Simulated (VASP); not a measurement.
TaWC2:

```
W Ta C
1.0
     1.57186    0.90751    5.10162
    -1.57186    0.90751    5.10162
     0.00000   -1.81502    5.10162
W Ta C
1 1 2
Direct
  0.00000 0.00000 0.00000
  0.50000 0.50000 0.50000
  0.25093 0.25093 0.25093
  0.74907 0.74907 0.74907
```

- Program: VASP 6.6.1
- Task: relaxation of cell and atoms
- Functional: PBEsol
- Potentials or basis: VASP PAW PBE potentials, release 64 (W_sv, Ta_pv, C)
- Cutoff: 600 eV
- k mesh: 10 × 10 × 10
- Occupations: fermi-dirac, width 0.05 eV
- Spin: no spin polarisation
- Hubbard terms: Ta d U = 6.0 eV, W d U = 6.0 eV

At the start: pressure 4.9 GPa; volume 10.92 Å³/atom.

**Question.** How do energy, volume and symmetry change on relaxing?

**Answer.** Over 6 steps the energy falls by 2.4 meV/atom and the volume is 11.07 Å³/atom (+1.4 %); space group R-3m (No. 166, to 0.1 Å) before and after.

The path:
| step | energy change (eV) | largest force (eV/Å) | pressure (GPa) | volume (Å³) |
| --- | --- | --- | --- | --- |
| 1 | 0.0000 | 0.0756 | 4.86 | 43.66 |
| 2 | 0.0424 | 0.0220 | -10.63 | 45.79 |
| 3 | -0.0093 | 0.0441 | -0.08 | 44.29 |
| 4 | -0.0093 | 0.0447 | 0.01 | 44.28 |
| 5 | -0.0094 | 0.0120 | 0.03 | 44.27 |
| 6 | -0.0094 | 0.0003 | 0.04 | 44.27 |

Final structure:
```
W Ta C
1.0
     1.57875    0.91149    5.12734
    -1.57875    0.91149    5.12734
     0.00000   -1.82299    5.12734
W Ta C
1 1 2
Direct
  0.00000 0.00000 0.00000
  0.50000 0.50000 0.50000
  0.25117 0.25117 0.25117
  0.74883 0.74883 0.74883
```

Caveat: the highest band is partly filled, so the run has too few bands; the PAW data sets were made with another functional, which shifts forces and pressure a little; the U is typed as a test and isn't derived for this compound.
